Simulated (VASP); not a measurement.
# ZrTa2C2 (P4mm) in VASP: further runs

ZrTa2C2 is run at these levels: PBE; tasks: single point, relaxation of cell and atoms.

Program: VASP 6.6.1. These are calculated values, not measurements. Logs are shortened: lines on timing, memory, paths and dates and some standing lists are left out, and cuts for length are marked.

## Step 1: The cell of the first run

It takes space group P4mm (No. 99, tetragonal). The conventional cell has a = 4.079 Å, b = 4.079 Å, c = 5.554 Å, α = 90.00°, β = 90.00°, γ = 90.00°. Zr (site symmetry 4mm) has 2 C at 2.14 to 2.18 Å within 2.8 Å. Ta (site symmetry 2mm) has 4 C at 2.04 to 2.34 Å within 2.7 Å. C (site symmetry 4mm) has 1 C at 1.23 Å within 1.7 Å. C (site symmetry 4mm) has 1 C at 1.23 Å within 1.7 Å.

## Step 2: Single point, PBE

INCAR

```
SYSTEM = ZrTa2C2
PREC = Accurate ; ENCUT = 520
EDIFF = 1E-6 ; ISMEAR = 0
SIGMA = 0.1 ; LREAL = .False.
LASPH = .True. ; NELM = 100
ALGO = Normal ; ISIF = 2
LWAVE = .False. ; LCHARG = .False.
GGA = PE ; NBANDS = 29
```

KPOINTS

```
Automatic mesh
0
Gamma
  4 4 4
  0 0 0
```

POSCAR

```
ZrTa2C2
1.0
    4.0785567600      0.0000000000      0.0000000000
    0.0000000000      4.0785567600      0.0000000000
    0.0000000000      0.0000000000      5.5542444000
Zr Ta C
1 2 2
Direct
    0.0000000000      0.0000000000      0.2309023100
    0.5000000000      0.0000000000      0.8242904800
    0.0000000000      0.5000000000      0.8242904800
    0.0000000000      0.0000000000      0.8383164300
    0.0000000000      0.0000000000      0.6159742600
```

Potentials or basis: VASP PAW PBE potentials, release 64 (Zr_sv, Ta_pv, C).

Launch:

```sh
$ cat potpaw_PBE.64/Zr_sv/POTCAR potpaw_PBE.64/Ta_pv/POTCAR potpaw_PBE.64/C/POTCAR > POTCAR
$ mpirun -np 1 vasp_std > vasp.out
```

OUTCAR:

```text
SYSTEM = ZrTa2C2
   PREC = Accurate
   ENCUT = 520
   EDIFF = 1E-6
   ISMEAR = 0
   LREAL = .False.
   LASPH = .True.
   NELM = 100
   ISIF = 2
   GGA = PE

 ion  position               nearest neighbor table
   1  0.000  0.000  0.231-   5 2.14   4 2.18   2 3.04   3 3.04   3 3.04   2 3.04
   2  0.500  0.000  0.824-   4 2.04   4 2.04   5 2.34   5 2.34   3 2.88   3 2.88   3 2.88   3 2.88
                             1 3.04   1 3.04
   3  0.000  0.500  0.824-   4 2.04   4 2.04   5 2.34   5 2.34   2 2.88   2 2.88   2 2.88   2 2.88
                             1 3.04   1 3.04
   4  0.000  0.000  0.838-   5 1.23   3 2.04   2 2.04   3 2.04   2 2.04   1 2.18
   5  0.000  0.000  0.616-   4 1.23   1 2.14   3 2.34   2 2.34   3 2.34   2 2.34

  LATTYP: Found a simple tetragonal cell.
 ALAT       =     4.0785567600
 C/A-ratio  =     1.3618161342

  Lattice vectors:

 A1 = (   4.0785567600,   0.0000000000,   0.0000000000)
 A2 = (   0.0000000000,   4.0785567600,   0.0000000000)
 A3 = (   0.0000000000,   0.0000000000,   5.5542444000)

Analysis of symmetry for initial positions (statically):
=====================================================================
 Subroutine PRICEL returns:
 Original cell was already a primitive cell.

 Routine SETGRP: Setting up the symmetry group for a
 simple tetragonal supercell.

 Subroutine GETGRP returns: Found  8 space group operations
 (whereof  8 operations were pure point group operations)
 out of a pool of 16 trial point group operations.

The static configuration has the point symmetry C_4v.

Analysis of symmetry for dynamics (positions and initial velocities):
=====================================================================
 Subroutine PRICEL returns:
 Original cell was already a primitive cell.

 Routine SETGRP: Setting up the symmetry group for a
 simple tetragonal supercell.

 Subroutine GETGRP returns: Found  8 space group operations
 (whereof  8 operations were pure point group operations)
 out of a pool of 16 trial point group operations.

The dynamic configuration has the point symmetry C_4v.

 Subroutine INISYM returns: Found  8 space group operations
 (whereof  8 operations are pure point group operations),
 and found     1 'primitive' translations

----------------------------------------------------------------------------------------

                                     Primitive cell

  volume of cell :      92.3928

  direct lattice vectors                    reciprocal lattice vectors
     4.078556760  0.000000000  0.000000000     0.245184770  0.000000000  0.000000000
     0.000000000  4.078556760  0.000000000     0.000000000  0.245184770  0.000000000
     0.000000000  0.000000000  5.554244400     0.000000000  0.000000000  0.180042491

  length of vectors
     4.078556760  4.078556760  5.554244400     0.245184770  0.245184770  0.180042491

  position of ions in fractional coordinates (direct lattice)
     0.000000000  0.000000000  0.230902310
     0.500000000  0.000000000  0.824290480
     0.000000000  0.500000000  0.824290480
     0.000000000  0.000000000  0.838316430
     0.000000000  0.000000000  0.615974260

  ion indices of the primitive-cell ions
   primitive index   ion index
                 1           1
                 2           2
                 3           3
                 4           4
                 5           5

----------------------------------------------------------------------------------------

 KPOINTS: Automatic mesh

Automatic generation of k-mesh.
 Grid dimensions read from file:
 generate k-points for:    4    4    4

 Generating k-lattice:

  Cartesian coordinates                     Fractional coordinates (reciprocal lattice)
     0.061296192  0.000000000  0.000000000     0.250000000  0.000000000  0.000000000
     0.000000000  0.061296192  0.000000000     0.000000000  0.250000000  0.000000000
     0.000000000  0.000000000  0.045010623     0.000000000  0.000000000  0.250000000

  Length of vectors
     0.061296192  0.061296192  0.045010623

  Shift w.r.t. Gamma in fractional coordinates (k-lattice)
     0.000000000  0.000000000  0.000000000

 Subroutine IBZKPT returns following result:
 ===========================================

 Found     18 irreducible k-points:

 Following reciprocal coordinates:
            Coordinates               Weight
  0.000000  0.000000  0.000000      1.000000
  0.250000  0.000000  0.000000      4.000000
  0.500000  0.000000  0.000000      2.000000
  0.250000  0.250000  0.000000      4.000000
  0.500000  0.250000  0.000000      4.000000
  0.500000  0.500000  0.000000      1.000000
[... 10 lines left out ...]
  0.500000  0.250000  0.500000      4.000000
  0.500000  0.500000  0.500000      1.000000
   k-points           NKPTS =     18   k-points in BZ     NKDIM =     18   number of bands    NBANDS=     29
   number of dos      NEDOS =    301   number of ions     NIONS =      5
   total plane-waves  NPLWV =  37800
   dimension x,y,z NGX =    30 NGY =   30 NGZ =   42
   dimension x,y,z NGXF=    60 NGYF=   60 NGZF=   84
   ions per type =               1   2   2
   NGX,Y,Z   is equivalent  to a cutoff of  12.23, 12.23, 12.57 a.u.
   NGXF,Y,Z  is equivalent  to a cutoff of  24.46, 24.46, 25.14 a.u.
 SYSTEM =  ZrTa2C2
   PREC   = accura    normal or accurate (medium, high low for compatibility)
   ISTART =      0    job   : 0-new  1-cont  2-samecut
   ICHARG =      2    charge: 1-file 2-atom 10-const
   ISPIN  =      1    spin polarized calculation?
   LNONCOLLINEAR =      F non collinear calculations
   LSORBIT =      F    spin-orbit coupling
   LASPH  =      T    aspherical Exc in radial PAW
   ENCUT  =  520.0 eV  38.22 Ry    6.18 a.u.   7.58  7.58 10.33*2*pi/ulx,y,z
   NELM   =    100;   NELMIN=  2; NELMDL= -5     # of ELM steps
   EDIFF  = 0.1E-05   stopping-criterion for ELM
   LREAL  =      F    real-space projection
   EDIFFG = 0.1E-04   stopping-criterion for IOM
   NSW    =      0    number of steps for IOM
   IBRION =     -1    ionic relax: 0-MD 1-quasi-New 2-CG
   NFREE  =      0    steps in history (QN), initial steepest desc. (CG)
   ISIF   =      2    stress and relaxation
   ISYM   =      2    0-nonsym 1-usesym 2-fastsym
   POTIM  = 0.5000    time-step for ionic-motion
   TEBEG  =    0.0;   TEEND  =   0.0 temperature during run
   PSTRESS=    0.0 pullay stress
   NELECT =      42.0000    total number of electrons
   NUPDOWN=      -1.0000    fix difference up-down
   EMIN   =  10.00;   EMAX   =-10.00  energy-range for DOS
   EFERMI =   0.00;   METHOD = LEGACY
   ISMEAR =     0;   SIGMA  =   0.10  broadening in eV -4-tet -1-fermi 0-gaus
   EFERMI_NEDOS =   21; number of points for ismear=-14 and -15
   IALGO  =     38    algorithm
   IMIX   =      4    mixing-type and parameters
     AMIX     =   0.40;   BMIX     =  1.00
     AMIX_MAG =   1.60;   BMIX_MAG =  1.00
  volume/ion in A,a.u.               =      18.48       124.70
  Fermi-wavevector in a.u.,A,eV,Ry     =   1.258767  2.378724 21.558346  1.584494
  Thomas-Fermi vector in A             =   2.392360
   LORBIT       =      0    0 simple, 1 ext, 2 COOP (PROOUT), +10 PAW based schemes
   GGA     = PE    functional components
   LHFCALC =     F    Hartree Fock is set to
   AEXX    =    0.0000 exact exchange contribution
   IVDW    =     0    specifies the selected vdW correction
   LEPSILON=     F    determine dielectric tensor
   LRPA    =     F    only Hartree local field effects (RPA)
 non-spin polarized calculation
 Gauss-broadening in eV      SIGMA  =   0.10
  energy-cutoff  :      520.00
  volume of cell :       92.39
 maximum number of plane-waves:      2516
   NGX = 15   NGY = 15   NGZ = 21

 number of electron      42.0000008 magnetization

 Free energy of the ion-electron system (eV)
  ---------------------------------------------------
  ext. energy  EPLUGINS =         0.00000000
  ---------------------------------------------------
  free energy    TOTEN  =       -46.24055502 eV

  energy without entropy =      -46.21994007  energy(sigma->0) =      -46.23024755

 E-fermi :   4.9188     XC(G=0): -10.4489

 val. band max:        4.8567846959   @ k =   0.5000   0.5000   0.0000
 cond. band min:       4.9403007556   @ k =   0.5000   0.2500   0.2500
 fundamental gap:      0.0835160597
 Fermi energy:         4.9187970642

 k-point     1 :       0.0000    0.0000    0.0000
  band No.  band energies     occupation
      1     -44.2031      2.00000
      2     -30.1102      2.00000
      3     -30.1102      2.00000
      4     -29.6827      2.00000
      5     -29.4932      2.00000
      6     -29.3355      2.00000
[... 21 lines left out ...]
     28       8.7571      0.00000
     29       8.7666      0.00000

 k-point     2 :       0.2500    0.0000    0.0000
  band No.  band energies     occupation
      1     -44.2022      2.00000
      2     -30.0444      2.00000
      3     -30.0209      2.00000
      4     -29.6537      2.00000
      5     -29.5196      2.00000
      6     -29.4489      2.00000
[... 21 lines left out ...]
     28       8.5473      0.00000
     29       8.7207      0.00000

 k-point     3 :       0.5000    0.0000    0.0000
  band No.  band energies     occupation
      1     -44.2014      2.00000
      2     -29.9396      2.00000
      3     -29.8819      2.00000
      4     -29.6015      2.00000
      5     -29.5871      2.00000
      6     -29.5827      2.00000
[... 21 lines left out ...]
     28       8.6394      0.00000
     29       8.8349      0.00000

 k-point     4 :       0.2500    0.2500    0.0000
  band No.  band energies     occupation
      1     -44.2014      2.00000
      2     -30.2530      2.00000
      3     -29.7257      2.00000
      4     -29.7148      2.00000
      5     -29.6321      2.00000
      6     -29.5376      2.00000
[... 405 lines left out ...]
     28       8.2160      0.00000
     29       8.6491      0.00000

 k-point    17 :       0.5000    0.2500    0.5000
  band No.  band energies     occupation
      1     -44.2006      2.00000
      2     -30.3196      2.00000
      3     -29.8754      2.00000
      4     -29.5843      2.00000
      5     -29.5830      2.00000
      6     -29.5024      2.00000
[... 21 lines left out ...]
     28       8.2614      0.00000
     29       8.3258      0.00000

 k-point    18 :       0.5000    0.5000    0.5000
  band No.  band energies     occupation
      1     -44.1997      2.00000
      2     -30.4871      2.00000
      3     -29.9917      2.00000
      4     -29.5822      2.00000
      5     -29.5822      2.00000
      6     -29.3348      2.00000
[... 21 lines left out ...]
     28       7.9276      0.00000
     29       8.5612      0.00000

------------------------ aborting loop because EDIFF is reached ----------------------------------------

  FORCE on cell =-STRESS in cart. coord.  units (eV):
  Direction    XX          YY          ZZ          XY          YZ          ZX
  --------------------------------------------------------------------------------------
  -------------------------------------------------------------------------------------
  Total        8.1896379      8.1896379     15.7349500      0.0000000      0.0000000      0.0000000
  in kB      142.0159999    142.0159999    272.8587864      0.0000000      0.0000000      0.0000000
  external PRESSURE =     185.6302621 kB  Pullay stress =       0.0000000 kB

 VOLUME and BASIS-vectors are now :
 -----------------------------------------------------------------------------
  energy-cutoff  :      520.00
  volume of cell :       92.39
      direct lattice vectors                 reciprocal lattice vectors
     4.078556760  0.000000000  0.000000000     0.245184770  0.000000000  0.000000000
     0.000000000  4.078556760  0.000000000     0.000000000  0.245184770  0.000000000
     0.000000000  0.000000000  5.554244400     0.000000000  0.000000000  0.180042491

 POSITION                                       TOTAL-FORCE (eV/Angst)
 -----------------------------------------------------------------------------------
      0.00000      0.00000      1.28249         0.000000      0.000000      0.606147
      2.03928      0.00000      4.57831        -0.000000      0.000000     -1.364070
      0.00000      2.03928      4.57831         0.000000     -0.000000     -1.364070
      0.00000      0.00000      4.65621        -0.000000      0.000000     10.926542
      0.00000      0.00000      3.42127         0.000000      0.000000     -8.804549
 -----------------------------------------------------------------------------------
    total drift:                                0.000000      0.000000     -0.001210

  FREE ENERGIE OF THE ION-ELECTRON SYSTEM (eV)
  ---------------------------------------------------
  free  energy   TOTEN  =       -46.2405550180 eV

  energy  without entropy=      -46.2199400749  energy(sigma->0) =      -46.23024755
```

Wall time 20 s (1 thread of Intel Xeon 6975P-C (Granite Rapids), shared host); peak memory 0.21 GiB.

What came out:

* Free energy: -46.2406 eV
* Pressure: 18.6 GPa
* Largest force: 10.927 eV/Å
* Band gap on the k mesh: zero (band 21 reaches 5.34 eV, above the bottom of band 22 at 4.80 eV)

Forces on the atoms (eV/Å):
```
Zr   0.000  0.000  0.606
Ta   0.000  0.000 -1.364
Ta   0.000  0.000 -1.364
C    0.000  0.000 10.927
C    0.000  0.000 -8.805
```

Caveat: the k points lie up to 0.39 Å⁻¹ apart; spin-orbit coupling is left out, which moves the levels of the heavy elements; forces of over 1 eV/Å act on the atoms, so gaps and moduli don't describe the material at rest.

(Part 1 of 2 ends here.)
